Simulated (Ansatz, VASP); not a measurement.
One calculation of I, two programs

The input INCAR:

```
SYSTEM = I
  PREC = Accurate
  ENCUT = 500
  EDIFF = 1E-6
  ISMEAR = 1
  SIGMA = 0.035
  LREAL = .FALSE.
  LASPH = .TRUE.
  NELM = 120
  ALGO = Normal
  ISIF = 2
  LWAVE = .FALSE.
  LCHARG = .TRUE.
  GGA = PE
  LELF = .TRUE.
  LVHAR = .TRUE.
  NBANDS = 10
  GGA_COMPAT = .FALSE.
```

Contents of KPOINTS:

```
regular mesh
0
G
  4 4 6
  0 0 0
```

The input POSCAR:

```
I
1.0
    2.5383465792     -3.7066249365      0.0000000000
    2.5383465792      3.7066249365      0.0000000000
   -1.6208748370      0.0000000000      2.3810977968
I
1
Direct
    0.5000000000      0.5000000000      0.5000000000
```

Input for Ansatz:

```yaml
crystal:
  lattice:
    - [2.5383465792, -3.7066249365, 0.0]
    - [2.5383465792, 3.7066249365, 0.0]
    - [-1.620874837, 0.0, 2.3810977968]
  atoms:
    - { symbol: I, position: [0.5, 0.5, 0.5] }
basis:
  ecutwfc: 420
kpoints:
  mp_grid: { grid: [4, 4, 6] }
hamiltonian:
  xc: pbe
scf:
  occupations: { method: cold, width: 0.035 }
  eigensolver: { kind: davidson }
  max_iter: 30
  convergence: { dr2_threshold: "1e-11 eV" }
output:
  forces: true
  stress: true
  eigenvalues: true
```

Alike in both runs: task single point; functional PBE; k mesh 4 × 4 × 6; no spin polarisation.

|  | VASP | Ansatz |
| --- | --- | --- |
| version | VASP 6.6.1 | Ansatz 0.2.0 |
| potentials or method | VASP PAW PBE potentials, release 64 (I), cutoff 500 eV | scalar-relativistic, plane waves, PAW |
| occupations | methfessel-paxton of order 1, width 0.035 eV | cold, width 0.035 eV |
| valence electrons in the cell | 7 | 17 |

```csv
,VASP,Ansatz,Ansatz less VASP
gap on the k mesh at the Fermi level (eV),none,none,-
pressure (GPa),0.9,0.9,+0.09
"traceless stress, the component that is largest in VASP (GPa)",0.79,0.52,-0.266
```

A gap of «none» marks a metal or a gap that the smearing closes. VASP's potentials hold 7 valence electrons a cell and Ansatz's 17, so a difference there can come from the potentials and not from the codes.

The k mesh is coarse, so the values compare programs but aren't converged. Neither program's run includes spin-orbit coupling.
